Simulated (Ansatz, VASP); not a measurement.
**K: VASP beside Ansatz**

```xyz
2
Lattice="0.0000 4.4413 4.4413 4.4413 0.0000 4.4413 4.4413 4.4413 0.0000" Properties=species:S:1:pos:R:3 pbc="T T T"
K    -1.1103   -1.1103   -1.1103
K     1.1103    1.1103    1.1103
```

Change from the starting cell: volume scaled by 0.92, LAPW.

Alike in both runs: task single point; functional LDA; k mesh 9 × 9 × 9; occupations fermi-dirac, width 0.08 eV; no spin polarisation.

|  | VASP | Ansatz |
| --- | --- | --- |
| version | VASP 6.6.1 | Ansatz 0.2.0 |
| potentials or method | VASP PAW LDA potentials, release 64 (K_sv), cutoff 520 eV | all-electron LAPW, scalar-relativistic |

Ansatz gave:

* pressure (GPa): 0.2

Question: Estimate VASP's values.

Answer: Pressure (GPa): 0.1.

LDA's correlation is that of Perdew and Zunger in VASP and of Perdew and Wang (1992) in Ansatz. Ansatz ran all-electron here, and VASP with PAW potentials.
